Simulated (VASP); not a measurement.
Runs of VASP 6.6.1 on TiAl3. The structure is that of space group P4/mmm (No. 123), or close to it. The cells are those of the table. 

```tsv
task	spin	cell	k mesh	cutoff (eV)	gap on the mesh (eV)	pressure (GPa)	largest force (eV/Å)
single point	off	a = 2.802, b = 2.802, c = 9.318 Å, angles 90.0, 90.0, 90.1°, 4 atoms	6 × 6 × 4	520	none	(a)	-
single point	collinear, ferromagnetic start	a = 2.802, b = 2.802, c = 9.318 Å, 4 atoms	6 × 6 × 2	520	none	-0.2	0.03
single point	off	a = 2.795, b = 2.795, c = 9.339 Å, 4 atoms	16 × 16 × 6	520	none	0.0	-
relaxation of cell and atoms	off	relaxed from a = 2.802, b = 2.802, c = 9.318 Å, 4 atoms	16 × 16 × 6	600	none	0.0	0.01
```

Alike in all rows: level PBE; potentials or basis VASP PAW PBE potentials, release 64 (Ti_sv, Al); smearing gaussian 0.1 eV.

Q: Estimate the missing entries.

A: (a) -0.1.

Caveats: some runs use coarse meshes.

A gap of «none» marks levels without a gap at the run's occupations.
